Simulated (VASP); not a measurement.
Set up this calculation in VASP 6.6.1, as the native input.

| Quantity | Value |
| --- | --- |
| Task | single point |
| Functional | PBE |
| Potentials or basis | VASP PAW PBE potentials, release 64 (Zr_sv, Br) |
| Cutoff | 520 eV |
| k mesh | 3 × 3 × 6 |
| Occupations | gaussian, width 0.1 eV |
| Spin | no spin polarisation |
| Dipole correction | no |
| Further INCAR settings | ALGO = Normal; EDIFF = 1e-06; NBANDS = 32 |

The structure of ZrBr5 lies in POSCAR:

```
ZrBr5
1.0
    9.0045110923      0.0000000000      0.0000000000
   -4.5022555461      7.7981353546      0.0000000000
    0.0000000000      0.0000000000      3.3012510397
Zr Br
1 5
Direct
    0.0000000000      0.0000000000      0.5000000000
    0.0000000000      0.7697764108      0.0000000000
    0.7697764108      0.0000000000      0.0000000000
    0.2302235892      0.2302235892      0.0000000000
    0.6666666667      0.3333333333      0.5000000000
    0.3333333333      0.6666666667      0.5000000000
```

The cell was generated, and may not be a known phase.

One way to write it, as run:

INCAR

```
SYSTEM = ZrBr5
ALGO     = Normal         ! electronic algorithm
EDIFF    = 1E-6           ! SCF threshold, eV
ENCUT    = 520            ! plane-wave cutoff, eV
GGA      = PE             ! functional
ISIF     = 2              ! what is computed and relaxed
ISMEAR   = 0              ! smearing method
LASPH    = .True.         ! aspherical terms in the spheres
LCHARG   = .False.        ! write CHGCAR
LREAL    = .False.        ! projectors in reciprocal space
LWAVE    = .False.        ! write WAVECAR
NBANDS   = 32             ! bands
NELM     = 80             ! most SCF steps
PREC     = Accurate       ! precision mode
SIGMA    = 0.1            ! smearing width, eV
```

KPOINTS

```
k-points
0
Gamma
  3 3 6
  0 0 0
```

Potentials or basis: VASP PAW PBE potentials, release 64 (Zr_sv, Br).

Command:

```bash
$ cat potpaw_PBE.64/Zr_sv/POTCAR potpaw_PBE.64/Br/POTCAR > POTCAR
$ mpirun -np 1 vasp_std > vasp.out
```

It gave:

* Pressure: 0.0 GPa
* Largest force: 0.022 eV/Å
* Band gap on the k mesh: zero (an odd number of electrons rules out a gap without spin polarisation)

Caveat: an odd number of electrons without spin polarisation forces a metal; a magnetic or distorted state may lie lower.

It took 59 s on 1 thread of Intel(R) Xeon(R) 6975P-C (Granite Rapids) (shared host), peak memory 0.38 GiB.
